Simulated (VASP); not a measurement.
Here is a VASP 6.6.1 calculation.

Contents of INCAR:

```
SYSTEM = Lu
PREC = Accurate
ENCUT = 520
EDIFF = 1E-7
ISMEAR = -1
SIGMA = 0.1
LREAL = .FALSE.
LASPH = .TRUE.
NELM = 60
ALGO = Normal
ISIF = 2
LWAVE = .FALSE.
LCHARG = .FALSE.
GGA = PS
NBANDS = 32
```

The input KPOINTS:

```
Automatic mesh
0
G
  13 13 13
  0 0 0
```

POSCAR

```
Lu
1.0
    0.0000000000      3.5878717688      3.5878717688
    3.5878717688      0.0000000000      3.5878717688
    3.5878717688      3.5878717688      0.0000000000
Lu
2
Direct
    0.1250000000      0.1250000000      0.1250000000
    0.8750000000      0.8750000000      0.8750000000
```

Potentials or basis: VASP PAW PBE potentials, release 64 (Lu).

The run is started by

```bash
$ cat potpaw_PBE.64/Lu/POTCAR > POTCAR
$ mpirun -np 1 vasp_std > vasp.out
```

(1) Predict the band gap on the k mesh.

(2) What does it give for the pressure?

Answers

(1) zero (bands 25 and 26 overlap by 1.30 eV).

(2) 0.0 GPa.

Caveat: the PAW data sets were made with another functional, which shifts forces and pressure a little; spin-orbit coupling is left out, which moves the levels of the heavy elements.
